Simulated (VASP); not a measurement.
# CuI (F-43m) in VASP: notebook

Aim: see how the results for CuI move with the level of theory and the settings. Levels: PBE, LDA, PBE+D3(BJ), PBE+D4. Tasks: single point.

Program: VASP 6.6.1. These are calculated values, not measurements. Logs are shortened: lines on timing, memory, paths and dates and some standing lists are left out, and cuts for length are marked.

### 1 The cell of the first run

The structure is cubic, space group F-43m (No. 216). The conventional cell has a = 6.063 Å, b = 6.063 Å, c = 6.063 Å, α = 90.00°, β = 90.00°, γ = 90.00°. I (site symmetry -43m) has 4 Cu at 2.63 Å within 3.5 Å. Within 3.5 Å of Cu (site symmetry -43m) lie 4 I at 2.63 Å.

### 2 Single point, PBE, non-collinear spin, zero start, spin-orbit coupling

Contents of INCAR:

```
  ALGO = Normal
  EDIFF = 1E-7
  ENCUT = 520
  GGA = PE
  GGA_COMPAT = False
  ISIF = 2
  ISMEAR = -1
  LASPH = True
  LCHARG = False
  LMAXMIX = 4
  LNONCOLLINEAR = True
  LORBIT = 11
  LORBMOM = True
  LREAL = False
  LSORBIT = True
  LWAVE = False
  MAGMOM = 0 0 0 0 0 0
  NBANDS = 30
  NELM = 150
  PREC = Accurate
  SIGMA = 0.05
```

Contents of KPOINTS:

```
k-points
0
Gamma
  6 6 6
```

Contents of POSCAR:

```
CuI
1.0
    0.0000000000      3.0315000000      3.0315000000
    3.0315000000      0.0000000000      3.0315000000
    3.0315000000      3.0315000000      0.0000000000
I Cu
1 1
Direct
    0.0000000000      0.0000000000      0.0000000000
    0.7500000000      0.7500000000      0.7500000000
```

Potentials or basis: VASP PAW PBE potentials, release 64 (I, Cu).

Started as:

```console
$ cat potpaw_PBE.64/I/POTCAR potpaw_PBE.64/Cu/POTCAR > POTCAR
$ mpirun -np 1 vasp_ncl > vasp.out
```

OUTCAR:

```text
EDIFF = 1E-7
   ENCUT = 520
   GGA = PE
   ISIF = 2
   ISMEAR = -1
   LASPH = True
   LNONCOLLINEAR = True
   LORBIT = 11
   LREAL = False
   LSORBIT = True
   NELM = 150
   PREC = Accurate

 ion  position               nearest neighbor table
   1  0.000  0.000  0.000-   2 2.63   2 2.63   2 2.63   2 2.63
   2  0.750  0.750  0.750-   1 2.63   1 2.63   1 2.63   1 2.63

  LATTYP: Found a face centered cubic cell.
 ALAT       =     6.0630000000

  Lattice vectors:

 A1 = (   0.0000000000,   3.0315000000,   3.0315000000)
 A2 = (   3.0315000000,   0.0000000000,   3.0315000000)
 A3 = (   3.0315000000,   3.0315000000,   0.0000000000)

Analysis of symmetry for initial positions (statically):
=====================================================================
 Subroutine PRICEL returns:
 Original cell was already a primitive cell.

 Routine SETGRP: Setting up the symmetry group for a
 face centered cubic supercell.

 Subroutine GETGRP returns: Found 24 space group operations
 (whereof 24 operations were pure point group operations)
 out of a pool of 48 trial point group operations.

The static configuration has the point symmetry T_d .

Analysis of symmetry for dynamics (positions and initial velocities):
=====================================================================
 Subroutine PRICEL returns:
 Original cell was already a primitive cell.

 Routine SETGRP: Setting up the symmetry group for a
 face centered cubic supercell.

 Subroutine GETGRP returns: Found 24 space group operations
 (whereof 24 operations were pure point group operations)
 out of a pool of 48 trial point group operations.

The dynamic configuration has the point symmetry T_d .

Analysis of structural, dynamic, and magnetic symmetry:
=====================================================================
 Subroutine PRICEL returns:
 Original cell was already a primitive cell.

 Routine SETGRP: Setting up the symmetry group for a
 face centered cubic supercell.

 Subroutine GETGRP returns: Found 24 space group operations
 (whereof 24 operations were pure point group operations)
 out of a pool of 48 trial point group operations.

The overall configuration has the point symmetry T_d .

 Subroutine INISYM returns: Found 24 space group operations
 (whereof 24 operations are pure point group operations),
 and found     1 'primitive' translations

----------------------------------------------------------------------------------------

                                     Primitive cell

  volume of cell :      55.7189

  direct lattice vectors                    reciprocal lattice vectors
     0.000000000  3.031500000  3.031500000    -0.164934851  0.164934851  0.164934851
     3.031500000  0.000000000  3.031500000     0.164934851 -0.164934851  0.164934851
     3.031500000  3.031500000  0.000000000     0.164934851  0.164934851 -0.164934851

  length of vectors
     4.287188414  4.287188414  4.287188414     0.285675541  0.285675541  0.285675541

  position of ions in fractional coordinates (direct lattice)
     0.000000000  0.000000000  0.000000000
     0.750000000  0.750000000  0.750000000

  ion indices of the primitive-cell ions
   primitive index   ion index
                 1           1
                 2           2

----------------------------------------------------------------------------------------

 KPOINTS: k-points

Automatic generation of k-mesh.
 Grid dimensions read from file:
 generate k-points for:    6    6    6

 Generating k-lattice:

  Cartesian coordinates                     Fractional coordinates (reciprocal lattice)
    -0.027489142  0.027489142  0.027489142     0.166666667  0.000000000  0.000000000
     0.027489142 -0.027489142  0.027489142     0.000000000  0.166666667  0.000000000
     0.027489142  0.027489142 -0.027489142     0.000000000  0.000000000  0.166666667

  Length of vectors
     0.047612590  0.047612590  0.047612590

  Shift w.r.t. Gamma in fractional coordinates (k-lattice)
     0.000000000  0.000000000  0.000000000

 Subroutine IBZKPT returns following result:
 ===========================================

 Found     22 irreducible k-points:

 Following reciprocal coordinates:
            Coordinates               Weight
  0.000000  0.000000  0.000000      1.000000
  0.166667  0.000000  0.000000      4.000000
 -0.166667  0.000000  0.000000      4.000000
  0.333333  0.000000  0.000000      4.000000
 -0.333333  0.000000  0.000000      4.000000
  0.500000  0.000000  0.000000      4.000000
[... 14 lines left out ...]
 -0.333333  0.333333  0.166667     24.000000
 -0.333333  0.500000  0.166667     12.000000
   k-points           NKPTS =     22   k-points in BZ     NKDIM =     22   number of bands    NBANDS=     30
   number of dos      NEDOS =    301   number of ions     NIONS =      2
[... 26 lines left out ...]
   PSTRESS=    0.0 pullay stress
   NELECT =      18.0000    total number of electrons
   NUPDOWN=      -1.0000    fix difference up-down
   EMIN   =  10.00;   EMAX   =-10.00  energy-range for DOS
   EFERMI =   0.00;   METHOD = LEGACY
   ISMEAR =    -1;   SIGMA  =   0.05  broadening in eV -4-tet -1-fermi 0-gaus
   EFERMI_NEDOS =   21; number of points for ismear=-14 and -15
   IALGO  =     38    algorithm
   IMIX   =      4    mixing-type and parameters
     AMIX     =   0.40;   BMIX     =  1.00
     AMIX_MAG =   1.60;   BMIX_MAG =  1.00
  volume/ion in A,a.u.               =      27.86       188.00
  Fermi-wavevector in a.u.,A,eV,Ry     =   1.123306  2.122741 17.168055  1.261816
  Thomas-Fermi vector in A             =   2.259971
   LORBIT       =     11    0 simple, 1 ext, 2 COOP (PROOUT), +10 PAW based schemes
   GGA     = PE    functional components
   LHFCALC =     F    Hartree Fock is set to
   AEXX    =    0.0000 exact exchange contribution
   IVDW    =     0    specifies the selected vdW correction
   LEPSILON=     F    determine dielectric tensor
   LRPA    =     F    only Hartree local field effects (RPA)
  energy-cutoff  :      520.00
  volume of cell :       55.72
 maximum number of plane-waves:      3048
   NGX = 15   NGY = 15   NGZ = 15

 number of electron      18.0000014 magnetization      -0.0000000     -0.0000000     -0.0000000

 number of electron      18.0000014 magnetization       0.0000000      0.0000000      0.0000000

 number of electron      18.0000014 magnetization      -0.0000000      0.0000000     -0.0000000

 number of electron      18.0000014 magnetization       0.0000000     -0.0000000      0.0000000

 Free energy of the ion-electron system (eV)
  ---------------------------------------------------
  ext. energy  EPLUGINS =         0.00000000
  ---------------------------------------------------
  free energy    TOTEN  =        -5.69012021 eV

  energy without entropy =       -5.69011943  energy(sigma->0) =       -5.69011982

 E-fermi :   5.1013     XC(G=0):  -8.9372

 val. band max:        4.5899451110   @ k =   0.0000   0.0000   0.0000
 cond. band min:       5.5750603889   @ k =   0.0000   0.0000   0.0000
 fundamental gap:      0.9851152779
 Fermi energy:         5.1013078080

 k-point     1 :       0.0000    0.0000    0.0000
  band No.  band energies     occupation
      1      -9.5709      1.00000
      2      -9.5709      1.00000
      3       0.3863      1.00000
      4       0.3863      1.00000
      5       0.9438      1.00000
      6       0.9438      1.00000
[... 715 lines left out ...]
     29      15.9107      0.00000
     30      15.9679      0.00000

------------------------ aborting loop because EDIFF is reached ----------------------------------------

  FORCE on cell =-STRESS in cart. coord.  units (eV):
  Direction    XX          YY          ZZ          XY          YZ          ZX
  --------------------------------------------------------------------------------------
  -------------------------------------------------------------------------------------
  Total        0.1444534      0.1444534      0.1444534      0.0000000      0.0000000      0.0000000
  in kB        4.1537053      4.1537053      4.1537053      0.0000000      0.0000000      0.0000000
  external PRESSURE =       4.1537053 kB  Pullay stress =       0.0000000 kB

 VOLUME and BASIS-vectors are now :
 -----------------------------------------------------------------------------
  energy-cutoff  :      520.00
  volume of cell :       55.72
      direct lattice vectors                 reciprocal lattice vectors
     0.000000000  3.031500000  3.031500000    -0.164934851  0.164934851  0.164934851
     3.031500000  0.000000000  3.031500000     0.164934851 -0.164934851  0.164934851
     3.031500000  3.031500000  0.000000000     0.164934851  0.164934851 -0.164934851

 POSITION                                       TOTAL-FORCE (eV/Angst)
 -----------------------------------------------------------------------------------
      0.00000      0.00000      0.00000         0.000000     -0.000000      0.000000
      4.54725      4.54725      4.54725        -0.000000      0.000000     -0.000000
 -----------------------------------------------------------------------------------
    total drift:                                0.000001      0.000001      0.000001

  FREE ENERGIE OF THE ION-ELECTRON SYSTEM (eV)
  ---------------------------------------------------
  free  energy   TOTEN  =        -5.6901202101 eV

  energy  without entropy=       -5.6901194305  energy(sigma->0) =       -5.69011982

 orbital moment (x)

 # of ion     p       d       tot
 ----------------------------------------
  1        -0.000   0.000  -0.000
  2         0.000  -0.000   0.000
 ----------------------------------------
            0.000  -0.000  -0.000

 orbital moment (y)

 # of ion     p       d       tot
 ----------------------------------------
  1         0.000   0.000   0.000
  2         0.000   0.000   0.000
 ----------------------------------------
            0.000   0.000   0.000

 orbital moment (z)

 # of ion     p       d       tot
 ----------------------------------------
  1         0.000  -0.000  -0.000
  2        -0.000   0.000   0.000
 ----------------------------------------
           -0.000   0.000   0.000

 Spin-Orbit-Coupling matrix elements

 Ion:    1  E_soc:     -0.2534716
 l=   1
     0.0000000    -0.0421011    -0.0421011
    -0.0421011     0.0000000    -0.0421011
    -0.0421011    -0.0421011     0.0000000
 l=   2
     0.0000000    -0.0000491     0.0000000    -0.0000491    -0.0000951
    -0.0000491     0.0000000    -0.0000713    -0.0000491    -0.0000238
     0.0000000    -0.0000713     0.0000000    -0.0000713     0.0000000
    -0.0000491    -0.0000491    -0.0000713     0.0000000    -0.0000238
    -0.0000951    -0.0000238     0.0000000    -0.0000238     0.0000000
 l=   3
     0.0000000     0.0000000     0.0000000     0.0000000     0.0000000     0.0000000     0.0000000
     0.0000000     0.0000000     0.0000000     0.0000000     0.0000000     0.0000000     0.0000000
     0.0000000     0.0000000     0.0000000     0.0000000     0.0000000     0.0000000     0.0000000
     0.0000000     0.0000000     0.0000000     0.0000000     0.0000000     0.0000000     0.0000000
     0.0000000     0.0000000     0.0000000     0.0000000     0.0000000     0.0000000     0.0000000
     0.0000000     0.0000000     0.0000000     0.0000000     0.0000000     0.0000000     0.0000000
     0.0000000     0.0000000     0.0000000     0.0000000     0.0000000     0.0000000     0.0000000

 Ion:    2  E_soc:     -0.0100155
 l=   1
     0.0000000    -0.0003774    -0.0003774
    -0.0003774     0.0000000    -0.0003774
    -0.0003774    -0.0003774     0.0000000
 l=   2
     0.0000000    -0.0002594     0.0000000    -0.0002594    -0.0010325
    -0.0002594     0.0000000    -0.0007744    -0.0002594    -0.0002581
     0.0000000    -0.0007744     0.0000000    -0.0007744     0.0000000
    -0.0002594    -0.0002594    -0.0007744     0.0000000    -0.0002581
    -0.0010325    -0.0002581     0.0000000    -0.0002581     0.0000000
 l=   3
     0.0000000     0.0000000     0.0000000     0.0000000     0.0000000     0.0000000     0.0000000
     0.0000000     0.0000000     0.0000000     0.0000000     0.0000000     0.0000000     0.0000000
     0.0000000     0.0000000     0.0000000     0.0000000     0.0000000     0.0000000     0.0000000
     0.0000000     0.0000000     0.0000000     0.0000000     0.0000000     0.0000000     0.0000000
     0.0000000     0.0000000     0.0000000     0.0000000     0.0000000     0.0000000     0.0000000
     0.0000000     0.0000000     0.0000000     0.0000000     0.0000000     0.0000000     0.0000000
     0.0000000     0.0000000     0.0000000     0.0000000     0.0000000     0.0000000     0.0000000

 total charge

# of ion       s       p       d       tot
------------------------------------------
    1        1.493   2.761   0.054   4.307
    2        0.328   0.261   9.333   9.922
--------------------------------------------------
tot          1.820   3.022   9.387  14.229

 magnetization (x)

# of ion       s       p       d       tot
------------------------------------------
    1        0.000  -0.000  -0.000  -0.000
    2        0.000   0.000  -0.000   0.000
--------------------------------------------------
tot          0.000  -0.000  -0.000  -0.000

 magnetization (y)

# of ion       s       p       d       tot
------------------------------------------
    1        0.000   0.000  -0.000  -0.000
    2        0.000  -0.000  -0.000  -0.000
--------------------------------------------------
tot          0.000  -0.000  -0.000  -0.000

 magnetization (z)

# of ion       s       p       d       tot
------------------------------------------
    1       -0.000   0.000  -0.000   0.000
    2        0.000  -0.000   0.000  -0.000
--------------------------------------------------
tot         -0.000   0.000  -0.000   0.000
```

Wall time 79 s (1 thread of Intel Xeon Platinum 8488C (Sapphire Rapids), shared host); peak memory 0.33 GiB.

What came out:

| Property | Result |
| --- | --- |
| Free energy | -5.6901 eV |
| Pressure | 0.4 GPa |
| Net moment | 0.00 μB per cell |
| Valence electrons inside the program's atomic spheres | I 4.31; Cu 9.92 |

Moments on the atoms (μB; x, y, z):
```
I   0.00 0.00 0.00
Cu  0.00 0.00 0.00
```

### 3 Single point, LDA, non-collinear spin, zero start, spin-orbit coupling

Contents of INCAR:

```
SYSTEM = CuI
ALGO = Normal ; EDIFF = 1E-7
ENCUT = 520 ; GGA = CA
GGA_COMPAT = .FALSE. ; ISIF = 2
ISMEAR = -1 ; LASPH = .TRUE.
LCHARG = .FALSE. ; LMAXMIX = 4
LORBIT = 11 ; LORBMOM = .TRUE.
LREAL = .FALSE. ; LSORBIT = .TRUE.
LWAVE = .FALSE. ; MAGMOM = 0 0 0 0 0 0
NBANDS = 30 ; NELM = 150
PREC = Accurate ; SIGMA = 0.05
```

Contents of KPOINTS:

```
k-points
0
G
  6 6 6
  0 0 0
```

POSCAR is that of step 2.

Potentials or basis: VASP PAW LDA potentials, release 64 (I, Cu).

Started as:

```console
$ cat potpaw_LDA.64/I/POTCAR potpaw_LDA.64/Cu/POTCAR > POTCAR
$ mpirun -np 1 vasp_ncl > vasp.out
```

Run time: 65 s. Hardware: 1 thread of Intel Xeon Platinum 8488C (Sapphire Rapids), shared host; peak memory 0.28 GiB.

It converged, with:

- Free energy: -7.0530 eV
- Pressure: -4.2 GPa
- Net moment: 0.00 μB per cell
- Valence electrons inside the program's atomic spheres: I 4.29; Cu 9.94

Moments on the atoms (μB; x, y, z):
```
I   0.00 0.00 0.00
Cu  0.00 0.00 0.00
```

Caveat: the cell stands under tension.

### 4 Single point, PBE

Contents of INCAR:

```
SYSTEM = CuI
PREC = Accurate
ENCUT = 520
EDIFF = 1E-6
ISMEAR = 0
SIGMA = 0.023
LREAL = .FALSE.
LASPH = .TRUE.
NELM = 100
ALGO = Normal
ISIF = 2
LWAVE = .FALSE.
LCHARG = .TRUE.
GGA = PE
LELF = .TRUE.
LVHAR = .TRUE.
NBANDS = 16
```

Contents of KPOINTS:

```
Automatic mesh
0
G
  8 8 8
  0 0 0
```

POSCAR is that of step 3.

Potentials or basis: VASP PAW PBE potentials, release 64 (I, Cu).

Started as:

```console
$ cat potpaw_PBE.64/I/POTCAR potpaw_PBE.64/Cu/POTCAR > POTCAR
$ mpirun -np 1 vasp_std > vasp.out
```

OUTCAR:

```text
SYSTEM = CuI
   PREC = Accurate
   ENCUT = 520
   EDIFF = 1E-6
   ISMEAR = 0
   LREAL = .FALSE.
   LASPH = .TRUE.
   NELM = 100
   ISIF = 2
   GGA = PE

 ion  position               nearest neighbor table
   1  0.000  0.000  0.000-   2 2.63   2 2.63   2 2.63   2 2.63
   2  0.750  0.750  0.750-   1 2.63   1 2.63   1 2.63   1 2.63

  LATTYP: Found a face centered cubic cell.
 ALAT       =     6.0630000000

  Lattice vectors:

 A1 = (   0.0000000000,   3.0315000000,   3.0315000000)
[... 641 lines left out ...]

------------------------ aborting loop because EDIFF is reached ----------------------------------------

  FORCE on cell =-STRESS in cart. coord.  units (eV):
  Direction    XX          YY          ZZ          XY          YZ          ZX
  --------------------------------------------------------------------------------------
  -------------------------------------------------------------------------------------
  Total        0.2393336      0.2393336      0.2393336     -0.0000000      0.0000000     -0.0000000
  in kB        6.8819492      6.8819492      6.8819492     -0.0000000      0.0000000     -0.0000000
  external PRESSURE =       6.8819492 kB  Pullay stress =       0.0000000 kB

 VOLUME and BASIS-vectors are now :
 -----------------------------------------------------------------------------
  energy-cutoff  :      520.00
  volume of cell :       55.72
      direct lattice vectors                 reciprocal lattice vectors
     0.000000000  3.031500000  3.031500000    -0.164934851  0.164934851  0.164934851
     3.031500000  0.000000000  3.031500000     0.164934851 -0.164934851  0.164934851
     3.031500000  3.031500000  0.000000000     0.164934851  0.164934851 -0.164934851

 POSITION                                       TOTAL-FORCE (eV/Angst)
 -----------------------------------------------------------------------------------
      0.00000      0.00000      0.00000         0.000000      0.000000      0.000000
      4.54725      4.54725      4.54725        -0.000000     -0.000000     -0.000000
 -----------------------------------------------------------------------------------
    total drift:                               -0.000001     -0.000001     -0.000000

  FREE ENERGIE OF THE ION-ELECTRON SYSTEM (eV)
  ---------------------------------------------------
  free  energy   TOTEN  =        -5.5619810735 eV

  energy  without entropy=       -5.5619810735  energy(sigma->0) =       -5.56198107
```

OSZICAR:

```text
N       E                     dE             d eps       ncg     rms          rms(c)
DAV:   1     0.946522104415E+02    0.94652E+02   -0.74612E+03   928   0.119E+03
DAV:   2     0.294120133754E+00   -0.94358E+02   -0.85208E+02  1008   0.227E+02
DAV:   3    -0.560840676343E+01   -0.59025E+01   -0.58121E+01  1248   0.607E+01
DAV:   4    -0.577023308229E+01   -0.16183E+00   -0.16176E+00  1072   0.959E+00
DAV:   5    -0.577919519383E+01   -0.89621E-02   -0.89618E-02  1480   0.251E+00    0.528E+00
DAV:   6    -0.570416732045E+01    0.75028E-01   -0.26407E+00   952   0.436E+01    0.339E+00
DAV:   7    -0.556270678781E+01    0.14146E+00   -0.63630E-01   992   0.261E+01    0.167E+00
DAV:   8    -0.556388090803E+01   -0.11741E-02   -0.32780E-02  1456   0.244E+00    0.442E-01
DAV:   9    -0.556179783164E+01    0.20831E-02   -0.79382E-03  1192   0.261E+00    0.134E-01
DAV:  10    -0.556197709547E+01   -0.17926E-03   -0.57299E-04  1080   0.149E-01    0.362E-02
DAV:  11    -0.556198141239E+01   -0.43169E-05   -0.14335E-04  1248   0.339E-01    0.291E-02
DAV:  12    -0.556198107348E+01    0.33891E-06   -0.99357E-06  1448   0.459E-02
   1 F= -.55619811E+01 E0= -.55619811E+01  d E =-.477789E-16
```

Run time: 49 s. Hardware: 1 thread of AMD EPYC, shared host; peak memory 0.15 GiB.

Results:

```yaml
Free_energy: -5.5620 eV
Pressure: 0.7 GPa
Band_gap_on_the_k_mesh: 1.14 eV
```

Caveat: spin-orbit coupling is left out, which moves the levels of the heavy elements. A hybrid or GW would open this gap; PBE tends to underestimate it.

(Part 1 of 2 ends here.)
